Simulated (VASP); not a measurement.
# BeS (F-43m) in VASP: dielectric tensor with PBE

Aim: the dielectric tensor of BeS with PBE.

Program: VASP 6.6.1. These are calculated values, not measurements. Logs are shortened: lines on timing, memory, paths and dates and some standing lists are left out, and cuts for length are marked.

**1. The cell of the first run**

It takes space group F-43m (No. 216, cubic). The conventional cell has a = 4.850 Å, b = 4.850 Å, c = 4.850 Å, α = 90.00°, β = 90.00°, γ = 90.00°. Be (site symmetry -43m) has 4 S at 2.10 Å within 2.8 Å. S (site symmetry -43m) has 4 Be at 2.10 Å within 2.8 Å.

**2. Dielectric tensor, PBE**

Contents of INCAR:

```
PREC = Accurate
ENCUT = 520
EDIFF = 1E-8
ISMEAR = 0
SIGMA = 0.01
LREAL = False
LASPH = True
NELM = 120
ALGO = Normal
ISIF = 2
LWAVE = False
LCHARG = False
GGA = PE
LEPSILON = True
GGA_COMPAT = False
```

Contents of KPOINTS:

```
Automatic mesh
0
Gamma
  8 8 8
```

Contents of POSCAR:

```
BeS
1.0
    0.0000000000      2.4250000000      2.4250000000
    2.4250000000      0.0000000000      2.4250000000
    2.4250000000      2.4250000000      0.0000000000
Be S
1 1
Direct
    0.0000000000      0.0000000000      0.0000000000
    0.2500000000      0.2500000000      0.2500000000
```

Potentials or basis: VASP PAW PBE potentials, release 64 (Be, S).

Command:

```
$ cat potpaw_PBE.64/Be/POTCAR potpaw_PBE.64/S/POTCAR > POTCAR
$ mpirun -np 1 vasp_std > vasp.out
```

OUTCAR:

```text
PREC = Accurate
   ENCUT = 520
   EDIFF = 1E-8
   ISMEAR = 0
   LREAL = False
   LASPH = True
   NELM = 120
   ISIF = 2
   GGA = PE
   LEPSILON = True

 ion  position               nearest neighbor table
   1  0.000  0.000  0.000-   2 2.10   2 2.10   2 2.10   2 2.10
   2  0.250  0.250  0.250-   1 2.10   1 2.10   1 2.10   1 2.10

  LATTYP: Found a face centered cubic cell.
 ALAT       =     4.8500000000

  Lattice vectors:

 A1 = (   0.0000000000,   2.4250000000,   2.4250000000)
 A2 = (   2.4250000000,   0.0000000000,   2.4250000000)
 A3 = (   2.4250000000,   2.4250000000,   0.0000000000)

Analysis of symmetry for initial positions (statically):
=====================================================================
 Subroutine PRICEL returns:
 Original cell was already a primitive cell.

 Routine SETGRP: Setting up the symmetry group for a
 face centered cubic supercell.

 Subroutine GETGRP returns: Found 24 space group operations
 (whereof 24 operations were pure point group operations)
 out of a pool of 48 trial point group operations.

The static configuration has the point symmetry T_d .

Analysis of symmetry for dynamics (positions and initial velocities):
=====================================================================
 Subroutine PRICEL returns:
 Original cell was already a primitive cell.

 Routine SETGRP: Setting up the symmetry group for a
 face centered cubic supercell.

 Subroutine GETGRP returns: Found 24 space group operations
 (whereof 24 operations were pure point group operations)
 out of a pool of 48 trial point group operations.

The dynamic configuration has the point symmetry T_d .

 Subroutine INISYM returns: Found 24 space group operations
 (whereof 24 operations are pure point group operations),
 and found     1 'primitive' translations

----------------------------------------------------------------------------------------

                                     Primitive cell

  volume of cell :      28.5210

  direct lattice vectors                    reciprocal lattice vectors
     0.000000000  2.425000000  2.425000000    -0.206185567  0.206185567  0.206185567
     2.425000000  0.000000000  2.425000000     0.206185567 -0.206185567  0.206185567
     2.425000000  2.425000000  0.000000000     0.206185567  0.206185567 -0.206185567

  length of vectors
     3.429467889  3.429467889  3.429467889     0.357123878  0.357123878  0.357123878

  position of ions in fractional coordinates (direct lattice)
     0.000000000  0.000000000  0.000000000
     0.250000000  0.250000000  0.250000000

  ion indices of the primitive-cell ions
   primitive index   ion index
                 1           1
                 2           2

----------------------------------------------------------------------------------------

 KPOINTS: Automatic mesh

Automatic generation of k-mesh.
 Grid dimensions read from file:
 generate k-points for:    8    8    8

 Generating k-lattice:

  Cartesian coordinates                     Fractional coordinates (reciprocal lattice)
    -0.025773196  0.025773196  0.025773196     0.125000000  0.000000000  0.000000000
     0.025773196 -0.025773196  0.025773196     0.000000000  0.125000000  0.000000000
     0.025773196  0.025773196 -0.025773196     0.000000000  0.000000000  0.125000000

  Length of vectors
     0.044640485  0.044640485  0.044640485

  Shift w.r.t. Gamma in fractional coordinates (k-lattice)
     0.000000000  0.000000000  0.000000000

 Subroutine IBZKPT returns following result:
 ===========================================

 Found     29 irreducible k-points:

 Following reciprocal coordinates:
[... 70 lines left out ...]
   LHFCALC =     F    Hartree Fock is set to
   AEXX    =    0.0000 exact exchange contribution
   IVDW    =     0    specifies the selected vdW correction
   LEPSILON=     T    determine dielectric tensor
   LRPA    =     F    only Hartree local field effects (RPA)
 non-spin polarized calculation
 Gauss-broadening in eV      SIGMA  =   0.01
  energy-cutoff  :      520.00
  volume of cell :       28.52
 maximum number of plane-waves:       778
 NGX is ok and might be reduce to    28
   NGX = 13   NGY = 13   NGZ = 13

--------------------------------------- Ionic step        1  -------------------------------------------

 number of electron       7.9999999 magnetization

 E-fermi :   4.2298     XC(G=0):  -9.7307

 val. band max:        4.1750136924   @ k =   0.0000   0.0000   0.0000
 cond. band min:       7.2858341909   @ k =   0.5000   0.5000   0.0000
 fundamental gap:      3.1108204986
 Fermi energy:         4.2297805243

 k-point     1 :       0.0000    0.0000    0.0000
  band No.  band energies     occupation
      1      -9.5178      2.00000
      2       4.1750      2.00000
      3       4.1750      2.00000
      4       4.1750      2.00000
      5       9.8447      0.00000
      6       9.8447      0.00000
      7       9.8447      0.00000
      8      10.0610      0.00000
[... 243 lines left out ...]
 k-point    24 :      -0.3750    0.2500    0.1250
  band No.  band energies     occupation
      1      -7.6317      2.00000
      2      -1.0786      2.00000
      3       1.3994      2.00000
      4       2.3371      2.00000
      5      10.2745      0.00000
      6      10.7664      0.00000
      7      13.3125      0.00000
      8      14.6951      0.00000

 [... further k-points ...]

  FORCE on cell =-STRESS in cart. coord.  units (eV):
  Direction    XX          YY          ZZ          XY          YZ          ZX
  --------------------------------------------------------------------------------------
  -------------------------------------------------------------------------------------
  Total        0.2766503      0.2766503      0.2766503      0.0000000     -0.0000000     -0.0000000
  in kB       15.5409111     15.5409111     15.5409111      0.0000000     -0.0000000     -0.0000000
  external PRESSURE =      15.5409111 kB  Pullay stress =       0.0000000 kB

 VOLUME and BASIS-vectors are now :
 -----------------------------------------------------------------------------
  energy-cutoff  :      520.00
  volume of cell :       28.52
      direct lattice vectors                 reciprocal lattice vectors
     0.000000000  2.425000000  2.425000000    -0.206185567  0.206185567  0.206185567
     2.425000000  0.000000000  2.425000000     0.206185567 -0.206185567  0.206185567
     2.425000000  2.425000000  0.000000000     0.206185567  0.206185567 -0.206185567

 POSITION                                       TOTAL-FORCE (eV/Angst)
 -----------------------------------------------------------------------------------
      0.00000      0.00000      0.00000         0.000000      0.000000      0.000000
      1.21250      1.21250      1.21250        -0.000000     -0.000000     -0.000000
 -----------------------------------------------------------------------------------
    total drift:                               -0.000000     -0.000000     -0.000000

  FREE ENERGIE OF THE ION-ELECTRON SYSTEM (eV)
  ---------------------------------------------------
  free  energy   TOTEN  =       -10.0109845732 eV

  energy  without entropy=      -10.0109845732  energy(sigma->0) =      -10.01098457

 HEAD OF MICROSCOPIC STATIC DIELECTRIC TENSOR (INDEPENDENT PARTICLE, excluding Hartree and local field effects)
 ------------------------------------------------------
           5.782505     0.000000     0.000000
          -0.000000     5.782505     0.000000
          -0.000000     0.000000     5.782505
 ------------------------------------------------------

 Free energy of the ion-electron system (eV)
  ---------------------------------------------------
  ---------------------------------------------------
  free energy    TOTEN  =        -0.37520449 eV

  energy without entropy =       -0.37520449

------------------------ aborting loop because EDIFF is reached ----------------------------------------

--------------------------------------- Ionic step        2  -------------------------------------------

------------------------ aborting loop because EDIFF is reached ----------------------------------------

--------------------------------------- Ionic step        3  -------------------------------------------

 Free energy of the ion-electron system (eV)
  ---------------------------------------------------
  ---------------------------------------------------
  free energy    TOTEN  =        -0.37520427 eV

  energy without entropy =       -0.37520427

------------------------ aborting loop because EDIFF is reached ----------------------------------------

 PIEZOELECTRIC TENSOR FIELD DIRECTION 3  (e Angst)
 -----------------------------------------------------------------------------
    -0.00056 -1.14336  0.00000           (  0.00000  0.03566  0.00000)
    -1.14336 -0.00056  0.00000           (  0.03566  0.00000  0.00000)
     0.00000  0.00000 -0.00011           (  0.00000  0.00000  0.00000)

 PIEZOELECTRIC TENSOR FIELD DIRECTION 3  (C/m^2)
 -----------------------------------------------------------------------------
    -0.00031 -0.64229  0.00000
    -0.64229 -0.00031  0.00000
     0.00000  0.00000 -0.00006

 MACROSCOPIC STATIC DIELECTRIC TENSOR (including local field effects in DFT)
 ------------------------------------------------------
           5.312365     0.000000    -0.000000
           0.000000     5.312365    -0.000000
          -0.000000     0.000000     5.312365
 ------------------------------------------------------

 PIEZOELECTRIC TENSOR (including local field effects)  for field in x, y, z        (e  Angst)
          XX          YY          ZZ          XY          YZ          ZX
  --------------------------------------------------------------------------------
  x    -0.00000    -0.00000     0.00000     0.00000    -1.14517     0.00000
  y     0.00000    -0.00000     0.00000     0.00000     0.00000    -1.14517
  z    -0.00000     0.00000    -0.00000    -1.14517     0.00000     0.00000

 PIEZOELECTRIC TENSOR (including local field effects)  for field in x, y, z        (C/m^2)
          XX          YY          ZZ          XY          YZ          ZX
  --------------------------------------------------------------------------------
  x    -0.00000    -0.00000     0.00000     0.00000    -0.64330     0.00000
  y     0.00000    -0.00000     0.00000     0.00000     0.00000    -0.64330
  z    -0.00000     0.00000    -0.00000    -0.64330     0.00000     0.00000

 BORN EFFECTIVE CHARGES (including local field effects) (in |e|, cummulative output)
 ---------------------------------------------------------------------------------
 ion    1
    1     1.61226    -0.00000    -0.00000
    2    -0.00000     1.61226     0.00000
    3     0.00000    -0.00000     1.61226
 ion    2
    1    -1.61226     0.00000     0.00000
    2     0.00000    -1.61226    -0.00000
    3     0.00000     0.00000    -1.61226
```

It took 4.3 min on 1 thread of Intel Xeon 8259CL, shared host; peak memory 0.2 GiB.

What came out:

* Band gap on the k mesh: 3.11 eV, indirect (least direct gap 5.67 eV)
* Electronic dielectric tensor (diagonal): 5.31
* Born charges (mean of the diagonal): Be +1.61; S -1.61 e

Electronic dielectric tensor:
```
5.31 0.00 0.00
0.00 5.31 0.00
0.00 0.00 5.31
```

Born effective charge tensors (e):
atom 1, Be
```
1.61 0.00 0.00
0.00 1.61 0.00
0.00 0.00 1.61
```
atom 2, S
```
-1.61  0.00  0.00
 0.00 -1.61  0.00
 0.00  0.00 -1.61
```
